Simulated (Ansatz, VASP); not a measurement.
## One calculation of K, two programs

```
K
1.0
     4.34874    0.00000    0.00000
     0.00000    4.34874    0.00000
     0.00000    0.00000    4.34874
K
1
Direct
  0.00000 0.00000 0.00000
```

Alike in both runs: task single point; functional revPBE; k mesh 8 × 8 × 8; occupations fermi-dirac, width 0.1 eV; no spin polarisation.

```csv
,VASP,Ansatz
version,VASP 6.6.1,Ansatz 0.2.0
potentials or method,"VASP PAW PBE potentials, release 64 (K_sv), cutoff 520 eV","plane waves (420 eV) with PAW, scalar-relativistic"
valence electrons in the cell,9,9
```

```tsv
	VASP	Ansatz	Ansatz less VASP
pressure (GPa)	0.1	0.1	+0.01
```

VASP's potentials were made for PBE, not for revPBE. With one functional, cell and mesh, what is left measures potentials, basis and numerics.
